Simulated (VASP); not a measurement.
## Ti: single point with LDA

Crystal: Ti.

```
Ti
1.0
     2.90400    0.00000    0.00000
     0.00000    2.90400    0.00000
     0.00000    0.00000    8.95400
Ti
2
Direct
  0.00000 0.50000 0.60800
  0.50000 0.00000 0.39200
```

```yaml
Program: VASP 6.6.1
Task: single point
Functional: LDA
Potentials_or_basis: VASP PAW LDA potentials, release 64 (Ti_sv)
Cutoff: 520 eV
k_mesh: 8 × 8 × 3
Occupations: methfessel-paxton, width 0.1 eV
Spin: no spin polarisation
Dipole_correction: no
Further_INCAR_settings: ALGO = Normal; EDIFF = 1e-07; NBANDS = 19
```

* Pressure: -7.9 GPa
* Largest force: 1.453 eV/Å
* Band gap on the k mesh: zero (band 12 reaches 1.86 eV, above the bottom of band 13 at 1.67 eV)

Forces in eV/Å, atoms in the order of the input:
```
Ti   0.000  0.000 -1.453
Ti   0.000  0.000  1.453
```

Stress tensor (GPa, compression positive):
```
-8.62  0.00  0.00
 0.00 -8.62  0.00
 0.00  0.00 -6.40
```

Levels at points of the mesh, in eV from the Fermi level:
| k point | band 9 | band 10 | band 11 | band 12 | band 13 | band 14 | band 15 | band 16 |
| --- | --- | --- | --- | --- | --- | --- | --- | --- |
| (0.00, 0.00, 0.00) | -4.74 | -2.74 | -1.43 | -0.13 | 0.10 | 0.23 | 1.23 | 1.23 |
| (0.50, 0.00, 0.00) | -1.85 | -1.85 | 0.13 | 0.13 | 0.36 | 0.36 | 1.04 | 1.04 |
| (0.50, 0.50, 0.00) | -1.83 | -1.83 | -1.02 | -1.02 | 1.49 | 1.49 | 2.35 | 2.35 |

It took 38 s on 1 thread of Intel Xeon 6975P-C, with other jobs on the host, peak memory 0.17 GiB.

Caveat: forces of over 1 eV/Å act on the atoms, so gaps and moduli don't describe the material at rest.
